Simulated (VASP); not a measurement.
Set up this calculation in VASP 6.6.1, as the native input.

| Quantity | Value |
| --- | --- |
| Task | single point |
| Functional | PBEsol |
| Potentials or basis | VASP PAW PBE potentials, release 64 (B, P) |
| Cutoff | 520 eV |
| k mesh | 8 × 8 × 8 |
| Occupations | gaussian, width 0.01 eV |
| Spin | no spin polarisation |
| Dipole correction | no |
| Further INCAR settings | ALGO = Normal; EDIFF = 1e-06; NBANDS = 11 |

The structure of BP lies in POSCAR:

```
BP
1.0
    0.0000000000      2.2203107985      2.2203107985
    2.2203107985      0.0000000000      2.2203107985
    2.2203107985      2.2203107985      0.0000000000
B P
1 1
Direct
    0.0000000000      0.0000000000      0.0000000000
    0.7500000000      0.7500000000      0.7500000000
```

One way to write it, as run:

INCAR

```
PREC     = Accurate       # precision mode
ENCUT    = 520            # plane-wave cutoff, eV
EDIFF    = 1E-6           # SCF threshold, eV
ISMEAR   = 0              # smearing method
SIGMA    = 0.01           # smearing width, eV
LREAL    = False          # projectors in reciprocal space
LASPH    = True           # aspherical terms in the spheres
NELM     = 60             # most SCF steps
ALGO     = Normal         # electronic algorithm
ISIF     = 2              # what is computed and relaxed
LWAVE    = False          # write WAVECAR
LCHARG   = False          # write CHGCAR
GGA      = PS             # functional
NBANDS   = 11             # bands
```

KPOINTS

```
Automatic mesh
0
Gamma
  8 8 8
```

Potentials or basis: VASP PAW PBE potentials, release 64 (B, P).

Launch:

```bash
$ cat potpaw_PBE.64/B/POTCAR potpaw_PBE.64/P/POTCAR > POTCAR
$ mpirun -np 1 vasp_std > vasp.out
```

Results of the run:

| Quantity | Value |
| --- | --- |
| Pressure | 10.1 GPa |
| Band gap on the k mesh | 1.09 eV, indirect (least direct gap 3.46 eV) |

Caveat: the PAW data sets were made with another functional, which shifts forces and pressure a little.

Wall time 6.5 s on 1 thread of Intel Xeon 8259CL, with other jobs on the host, peak memory 0.13 GiB.
